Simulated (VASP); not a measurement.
## HfO2: single point with PBE

Crystal: HfO2.

```
Hf O
1.0
    -3.60430    0.00000    0.00000
     0.00000   -3.60430    0.00000
    -1.80215    1.80215   10.52793
Hf O
4 8
Direct
  0.39915 0.60085 0.20170
  0.14915 0.85085 0.70170
  0.77415 0.22585 0.45170
  0.52415 0.47585 0.95170
  0.85084 0.64916 0.29833
  0.60084 0.89916 0.79833
  0.32246 0.17754 0.35507
  0.07246 0.42754 0.85507
  0.44746 0.05254 0.10507
  0.19746 0.30254 0.60507
  0.97584 0.52416 0.04833
  0.72584 0.77416 0.54833
```

- Program: VASP 6.6.1
- Task: single point
- Functional: PBE
- Potentials or basis: VASP PAW PBE potentials, release 64 (Hf_pv, O)
- Cutoff: 520 eV
- k mesh: 6 × 6 × 2
- Occupations: gaussian, width 0.05 eV
- Spin: no spin polarisation
- Dipole correction: no
- Further INCAR settings: ALGO = Normal; EDIFF = 1e-07; NBANDS = 56; ISYM = 0

| Item | Value |
| --- | --- |
| Pressure | 2.1 GPa |
| Largest force | 5.521 eV/Å |
| Band gap on the k mesh | 0.68 eV (least direct gap 0.78 eV) |

Forces on the atoms (eV/Å):
```
Hf   0.000  0.000  5.004
Hf   0.000  0.000  0.144
Hf   0.000  0.000 -0.048
Hf   0.000  0.000 -4.835
O    0.000  0.000  0.126
O    0.000  0.000  1.677
O    0.000  0.000 -0.140
O    0.001  0.000 -5.521
O    0.000  0.000 -1.351
O    0.000  0.000 -0.285
O   -0.001  0.000  5.106
O    0.000  0.000  0.122
```

Stress tensor (GPa, compression positive):
```
-5.60  0.00  0.00
 0.00 -6.73  0.00
 0.00  0.00 18.57
```

Levels at points of the mesh, in eV from the valence-band top:
| k point | band 40 | band 41 | band 42 | band 43 | band 44 | band 45 | band 46 | band 47 | band 48 | band 49 |
| --- | --- | --- | --- | --- | --- | --- | --- | --- | --- | --- |
| (0.00, 0.00, 0.00) | -1.53 | -1.51 | -1.32 | -0.76 | -0.10 | 0.68 | 3.08 | 3.41 | 3.54 | 3.65 |
| (0.50, 0.00, 0.00) | -2.39 | -2.12 | -1.97 | -1.59 | -0.51 | 0.89 | 3.54 | 3.61 | 3.80 | 3.95 |
| (0.00, 0.50, 0.00) | -2.47 | -2.26 | -1.98 | -1.53 | -0.11 | 1.65 | 2.92 | 3.52 | 3.62 | 4.24 |
| (0.50, 0.50, 0.00) | -1.90 | -1.74 | -1.42 | -0.93 | -0.48 | 1.89 | 4.03 | 4.16 | 4.26 | 4.32 |
| (0.00, 0.00, 0.50) | -1.52 | -1.51 | -1.33 | -0.77 | -0.15 | 0.77 | 3.19 | 3.33 | 3.34 | 3.78 |
| (0.50, 0.00, 0.50) | -2.39 | -2.12 | -1.97 | -1.59 | -0.51 | 0.89 | 3.54 | 3.61 | 3.80 | 3.95 |
| (0.00, 0.50, 0.50) | -2.47 | -2.26 | -1.98 | -1.53 | -0.11 | 1.65 | 2.92 | 3.52 | 3.62 | 4.24 |
| (0.50, 0.50, 0.50) | -1.90 | -1.74 | -1.42 | -0.93 | -0.48 | 1.89 | 4.03 | 4.16 | 4.26 | 4.32 |

Run time: 8 min on 1 thread of Intel Xeon 8259CL, with other jobs on the host, peak memory 0.38 GiB.

Caveat: spin-orbit coupling is left out, which moves the levels of the heavy elements; forces of over 1 eV/Å act on the atoms, so gaps and moduli don't describe the material at rest. A k mesh can miss the band edges.
